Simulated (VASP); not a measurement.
# TlSiSe2 (I4/mcm) in VASP: single point with r2SCAN

Aim: the single point of TlSiSe2 with r2SCAN.

All numbers are computed with VASP 6.6.1; they aren't measurements. Logs are shortened: lines on timing, memory, paths and dates and some standing lists are left out, and cuts for length are marked.

**1. The cell of the first run**

The structure is tetragonal, space group I4/mcm (No. 140). The conventional cell has a = 7.942 Å, b = 7.942 Å, c = 6.328 Å, α = 90.00°, β = 90.00°, γ = 90.00°. Within 4.2 Å of Tl (site symmetry 422) lie 2 Tl at 3.16 Å and 8 Se at 3.39 Å and 4 Si at 3.97 Å. Si (site symmetry -42m) has 4 Se at 2.37 Å and 2 Si at 3.16 Å within 3.2 Å. Se (site symmetry m2m) has 2 Si at 2.37 Å within 3.1 Å.

**2. Single point, r2SCAN**

POSCAR reads:

```
TlSiSe2
1.0
    0.0000000000      0.0000000000      6.3284790000
    3.9709560000     -3.9709560000      3.1642400000
    3.9709560000      3.9709560000     -3.1642400000
Tl Si Se
2 2 4
Direct
    0.2500000000      0.0000000000      0.0000000000
    0.7500000000      0.0000000000      0.0000000000
    0.7500000000      0.5000000000      0.5000000000
    0.2500000000      0.5000000000      0.5000000000
    0.6570000000      0.5000000000      0.8140000000
    0.1570000000      0.1860000000      0.5000000000
    0.3430000000      0.5000000000      0.1860000000
    0.8430000000      0.8140000000      0.5000000000
```

INCAR.step1 reads:

```
PREC = Accurate
ENCUT = 520
ISMEAR = 0
SIGMA = 0.0209
LREAL = False
LASPH = True
NELM = 100
NBANDS = 39
GGA = PE
ALGO = Normal
EDIFF = 1E-4
LWAVE = True
LCHARG = False
```

INCAR.step2 reads:

```
PREC = Accurate
ENCUT = 520
EDIFF = 1E-6
ISMEAR = 0
SIGMA = 0.0209
LREAL = False
LASPH = True
NELM = 100
ALGO = Normal
ISIF = 2
LWAVE = False
LCHARG = True
METAGGA = R2SCAN
LMIXTAU = True
LELF = True
LVHAR = True
NBANDS = 39
ISTART = 1
```

KPOINTS reads:

```
Automatic mesh
0
Gamma
  5 5 5
```

Potentials or basis: VASP PAW PBE potentials, release 64 (Tl_d, Si, Se).

Started as:

```sh
cat potpaw_PBE.64/Tl_d/POTCAR potpaw_PBE.64/Si/POTCAR potpaw_PBE.64/Se/POTCAR > POTCAR
cp INCAR.step1 INCAR
mpirun -np 1 vasp_std > vasp.out
cp INCAR.step2 INCAR
mpirun -np 1 vasp_std > vasp.out
```

OUTCAR:

```text
PREC = Accurate
   ENCUT = 520
   EDIFF = 1E-6
   ISMEAR = 0
   LREAL = False
   LASPH = True
   NELM = 100
   ISIF = 2
   METAGGA = R2SCAN
   ISTART = 1

 ion  position               nearest neighbor table
   1  0.250  0.000  0.000-   2 3.16   2 3.16   8 3.39   5 3.39   5 3.39   8 3.39   6 3.39   7 3.39
                             6 3.39   7 3.39
   2  0.750  0.000  0.000-   1 3.16   1 3.16   7 3.39   6 3.39   7 3.39   6 3.39   8 3.39   5 3.39
                             5 3.39   8 3.39
   3  0.750  0.500  0.500-   6 2.37   7 2.37   5 2.37   8 2.37
   4  0.250  0.500  0.500-   5 2.37   8 2.37   7 2.37   6 2.37
   5  0.657  0.500  0.814-   4 2.37   3 2.37   1 3.39   1 3.39   2 3.39   2 3.39
   6  0.157  0.186  0.500-   3 2.37   4 2.37   2 3.39   2 3.39   1 3.39   1 3.39
   7  0.343  0.500  0.186-   3 2.37   4 2.37   2 3.39   2 3.39   1 3.39   1 3.39
   8  0.843  0.814  0.500-   4 2.37   3 2.37   1 3.39   1 3.39   2 3.39   2 3.39

  LATTYP: Found a body centered tetragonal cell.
 ALAT       =     7.9419120000
 C/A-ratio  =     0.7968457722

  Lattice vectors:

 A1 = (   3.9709560000,  -3.9709560000,  -3.1642390000)
 A2 = (  -3.9709560000,   3.9709560000,  -3.1642400000)
 A3 = (   3.9709560000,   3.9709560000,   3.1642390000)

Analysis of symmetry for initial positions (statically):
=====================================================================
 Subroutine PRICEL returns:
 Original cell was already a primitive cell.

 Routine SETGRP: Setting up the symmetry group for a
 body centered tetragonal supercell.

 Subroutine GETGRP returns: Found 16 space group operations
 (whereof  8 operations were pure point group operations)
 out of a pool of 16 trial point group operations.

The static configuration has the point symmetry C_4h.
 The point group associated with its full space group is D_4h.

Analysis of symmetry for dynamics (positions and initial velocities):
=====================================================================
 Subroutine PRICEL returns:
 Original cell was already a primitive cell.

 Routine SETGRP: Setting up the symmetry group for a
 body centered tetragonal supercell.

 Subroutine GETGRP returns: Found 16 space group operations
 (whereof  8 operations were pure point group operations)
 out of a pool of 16 trial point group operations.

The dynamic configuration has the point symmetry C_4h.
 The point group associated with its full space group is D_4h.

 Subroutine INISYM returns: Found 16 space group operations
 (whereof  8 operations are pure point group operations),
 and found     1 'primitive' translations

----------------------------------------------------------------------------------------

                                     Primitive cell

  volume of cell :     199.5811

  direct lattice vectors                    reciprocal lattice vectors
     0.000000000  0.000000000  6.328479000     0.000000000  0.125914283  0.158015852
     3.970956000 -3.970956000  3.164240000     0.125914263 -0.125914263  0.000000000
     3.970956000  3.970956000 -3.164240000     0.125914263  0.125914263  0.000000000

  length of vectors
     6.328479000  6.445882243  6.445882243     0.202048054  0.178069659  0.178069659

  position of ions in fractional coordinates (direct lattice)
     0.250000000  0.000000000  0.000000000
     0.750000000  0.000000000  0.000000000
     0.750000000  0.500000000  0.500000000
     0.250000000  0.500000000  0.500000000
     0.657000000  0.500000000  0.814000000
     0.157000000  0.186000000  0.500000000
     0.343000000  0.500000000  0.186000000
     0.843000000  0.814000000  0.500000000

  ion indices of the primitive-cell ions
   primitive index   ion index
                 1           1
                 2           2
                 3           3
                 4           4
                 5           5
                 6           6
                 7           7
                 8           8

----------------------------------------------------------------------------------------

 KPOINTS: Automatic mesh

Automatic generation of k-mesh.
 Grid dimensions read from file:
 generate k-points for:    5    5    5

 Generating k-lattice:

  Cartesian coordinates                     Fractional coordinates (reciprocal lattice)
     0.000000000  0.025182857  0.031603170     0.200000000  0.000000000  0.000000000
     0.025182853 -0.025182853  0.000000000     0.000000000  0.200000000  0.000000000
     0.025182853  0.025182853  0.000000000     0.000000000  0.000000000  0.200000000

  Length of vectors
     0.040409611  0.035613932  0.035613932

  Shift w.r.t. Gamma in fractional coordinates (k-lattice)
     0.000000000  0.000000000  0.000000000

 Subroutine IBZKPT returns following result:
 ===========================================

 Found     18 irreducible k-points:

 Following reciprocal coordinates:
            Coordinates               Weight
  0.000000  0.000000  0.000000      1.000000
  0.200000  0.000000  0.000000      8.000000
  0.400000  0.000000  0.000000      8.000000
  0.000000  0.200000  0.000000      4.000000
  0.400000  0.200000  0.000000      8.000000
 -0.400000  0.200000 -0.000000     16.000000
[... 10 lines left out ...]
  0.000000  0.400000  0.400000      4.000000
  0.200000 -0.400000  0.400000      2.000000
   k-points           NKPTS =     18   k-points in BZ     NKDIM =     18   number of bands    NBANDS=     39
   number of dos      NEDOS =    301   number of ions     NIONS =      8
   total plane-waves  NPLWV = 110592
   dimension x,y,z NGX =    48 NGY =   48 NGZ =   48
   dimension x,y,z NGXF=    96 NGYF=   96 NGZF=   96
   ions per type =               2   2   4
   NGX,Y,Z   is equivalent  to a cutoff of  12.61, 12.38, 12.38 a.u.
   NGXF,Y,Z  is equivalent  to a cutoff of  25.22, 24.76, 24.76 a.u.
 SYSTEM =  unknown system
   PREC   = accura    normal or accurate (medium, high low for compatibility)
   ISTART =      1    job   : 0-new  1-cont  2-samecut
   ICHARG =      0    charge: 1-file 2-atom 10-const
   ISPIN  =      1    spin polarized calculation?
   LNONCOLLINEAR =      F non collinear calculations
   LSORBIT =      F    spin-orbit coupling
   LASPH  =      T    aspherical Exc in radial PAW
   ENCUT  =  520.0 eV  38.22 Ry    6.18 a.u.  11.77 11.99 11.99*2*pi/ulx,y,z
   NELM   =    100;   NELMIN=  2; NELMDL=  0     # of ELM steps
   EDIFF  = 0.1E-05   stopping-criterion for ELM
   LREAL  =      F    real-space projection
   EDIFFG = 0.1E-04   stopping-criterion for IOM
   NSW    =      0    number of steps for IOM
   IBRION =     -1    ionic relax: 0-MD 1-quasi-New 2-CG
   NFREE  =      0    steps in history (QN), initial steepest desc. (CG)
   ISIF   =      2    stress and relaxation
   ISYM   =      2    0-nonsym 1-usesym 2-fastsym
   POTIM  = 0.5000    time-step for ionic-motion
   TEBEG  =    0.0;   TEEND  =   0.0 temperature during run
   PSTRESS=    0.0 pullay stress
   NELECT =      58.0000    total number of electrons
   NUPDOWN=      -1.0000    fix difference up-down
   EMIN   =  10.00;   EMAX   =-10.00  energy-range for DOS
   EFERMI =   0.00;   METHOD = LEGACY
   ISMEAR =     0;   SIGMA  =   0.02  broadening in eV -4-tet -1-fermi 0-gaus
   EFERMI_NEDOS =   21; number of points for ismear=-14 and -15
   IALGO  =     38    algorithm
   IMIX   =      4    mixing-type and parameters
     AMIX     =   0.40;   BMIX     =  1.00
     AMIX_MAG =   1.60;   BMIX_MAG =  1.00
  volume/ion in A,a.u.               =      24.95       168.35
  Fermi-wavevector in a.u.,A,eV,Ry     =   1.084370  2.049163 15.998536  1.175859
  Thomas-Fermi vector in A             =   2.220459
   LORBIT       =      0    0 simple, 1 ext, 2 COOP (PROOUT), +10 PAW based schemes
   METAGGA = R2SCAN    functional components
   LHFCALC =     F    Hartree Fock is set to
   AEXX    =    0.0000 exact exchange contribution
   IVDW    =     0    specifies the selected vdW correction
   LEPSILON=     F    determine dielectric tensor
   LRPA    =     F    only Hartree local field effects (RPA)
 non-spin polarized calculation
 Gauss-broadening in eV      SIGMA  =   0.02
  energy-cutoff  :      520.00
  volume of cell :      199.58
 maximum number of plane-waves:      5396
   NGX = 23   NGY = 23   NGZ = 23

 number of electron      58.0000000 magnetization

 Free energy of the ion-electron system (eV)
  ---------------------------------------------------
  ext. energy  EPLUGINS =         0.00000000
  ---------------------------------------------------
  free energy    TOTEN  =      -183.13645593 eV

  energy without entropy =     -183.13588824  energy(sigma->0) =     -183.13617209

 E-fermi :   5.9380     XC(G=0):  -9.9557

 val. band max:        5.9035392790   @ k =   0.2000   0.4000   0.2000
 cond. band min:       5.9572249795   @ k =   0.2000  -0.4000   0.4000
 fundamental gap:      0.0536857004
 Fermi energy:         5.9380009223

 k-point     1 :       0.0000    0.0000    0.0000
  band No.  band energies     occupation
      1     -10.8925      2.00000
      2      -9.4323      2.00000
      3      -8.9497      2.00000
      4      -8.9497      2.00000
      5      -7.3070      2.00000
      6      -6.8777      2.00000
[... 31 lines left out ...]
     38       9.9429      0.00000
     39       9.9429      0.00000

 k-point     2 :       0.2000    0.0000    0.0000
  band No.  band energies     occupation
      1     -10.7564      2.00000
      2      -9.5668      2.00000
      3      -8.9986      2.00000
      4      -8.9945      2.00000
      5      -7.2133      2.00000
      6      -6.8656      2.00000
[... 31 lines left out ...]
     38       9.3506      0.00000
     39       9.9912      0.00000

 k-point     3 :       0.4000    0.0000    0.0000
  band No.  band energies     occupation
      1     -10.3905      2.00000
      2      -9.9290      2.00000
      3      -9.0758      2.00000
      4      -9.0750      2.00000
      5      -6.9695      2.00000
      6      -6.8045      2.00000
[... 31 lines left out ...]
     38       9.4966      0.00000
     39       9.6083      0.00000

 k-point     4 :       0.0000    0.2000    0.0000
  band No.  band energies     occupation
      1     -10.8301      2.00000
      2      -9.4368      2.00000
      3      -9.0534      2.00000
      4      -8.9423      2.00000
      5      -7.3068      2.00000
      6      -6.9157      2.00000
[... 31 lines left out ...]
     38       9.6167      0.00000
     39       9.9764      0.00000
[... 502 lines left out ...]
     38       9.3321      0.00000
     39      10.0232      0.00000

 k-point    17 :       0.0000    0.4000    0.4000
  band No.  band energies     occupation
      1     -10.5604      2.00000
      2      -9.4159      2.00000
      3      -9.2032      2.00000
      4      -9.1880      2.00000
      5      -7.3059      2.00000
      6      -6.9517      2.00000
[... 31 lines left out ...]
     38       8.3697      0.00000
     39       8.8856      0.00000

 k-point    18 :       0.2000   -0.4000    0.4000
  band No.  band energies     occupation
      1     -10.4372      2.00000
      2      -9.6068      2.00000
      3      -9.1979      2.00000
      4      -9.1979      2.00000
      5      -7.2119      2.00000
      6      -6.9170      2.00000
[... 31 lines left out ...]
     38       9.2690      0.00000
     39       9.2690      0.00000

------------------------ aborting loop because EDIFF is reached ----------------------------------------

  FORCE on cell =-STRESS in cart. coord.  units (eV):
  Direction    XX          YY          ZZ          XY          YZ          ZX
  --------------------------------------------------------------------------------------
  -------------------------------------------------------------------------------------
  Total        4.4411005      4.4411005      2.3170587      0.0000000     -0.0000006      0.0000000
  in kB       35.6518188     35.6518188     18.6006507      0.0000000     -0.0000045      0.0000000
  external PRESSURE =      29.9680961 kB  Pullay stress =       0.0000000 kB

 VOLUME and BASIS-vectors are now :
 -----------------------------------------------------------------------------
  energy-cutoff  :      520.00
  volume of cell :      199.58
      direct lattice vectors                 reciprocal lattice vectors
     0.000000000  0.000000000  6.328479000     0.000000000  0.125914283  0.158015852
     3.970956000 -3.970956000  3.164240000     0.125914263 -0.125914263  0.000000000
     3.970956000  3.970956000 -3.164240000     0.125914263  0.125914263  0.000000000

 POSITION                                       TOTAL-FORCE (eV/Angst)
 -----------------------------------------------------------------------------------
      0.00000      0.00000      1.58212        -0.000000     -0.000000     -0.000000
      0.00000      0.00000      4.74636         0.000000     -0.000000     -0.000000
      3.97096      0.00000      4.74636        -0.000000     -0.000000     -0.000000
      3.97096      0.00000      1.58212        -0.000000     -0.000000     -0.000000
      5.21784      1.24688      3.16424         0.362649      0.362649     -0.000000
      2.72408      1.24688     -0.00000        -0.362649      0.362649     -0.000000
      2.72408     -1.24688      3.16424        -0.362649     -0.362649      0.000000
      5.21784     -1.24688      6.32848         0.362649     -0.362649      0.000000
 -----------------------------------------------------------------------------------
    total drift:                               -0.000000     -0.000000      0.000000

  FREE ENERGIE OF THE ION-ELECTRON SYSTEM (eV)
  ---------------------------------------------------
  free  energy   TOTEN  =      -183.1364559264 eV

  energy  without entropy=     -183.1358882447  energy(sigma->0) =     -183.13617209
```

Run time: 8.4 min. Hardware: 1 thread of AMD EPYC 7R13 (Zen 3), shared host; peak memory 0.41 GiB.

Results:

```
Free energy            : -183.1365 eV
Pressure               : 3.0 GPa
Largest force          : 0.513 eV/Å
Band gap on the k mesh : zero (bands 29 and 30 overlap by 0.87 eV)
```

Forces on the atoms (eV/Å):
```
Tl   0.000  0.000  0.000
Tl   0.000  0.000  0.000
Si   0.000  0.000  0.000
Si   0.000  0.000  0.000
Se   0.363  0.363  0.000
Se  -0.363  0.363  0.000
Se  -0.363 -0.363  0.000
Se   0.363 -0.363  0.000
```

Caveat: the PAW data sets were made with another functional, which shifts forces and pressure a little; spin-orbit coupling is left out, which moves the levels of the heavy elements.

The gap in the log of VASP goes by the Fermi energy; the results here count the filled bands.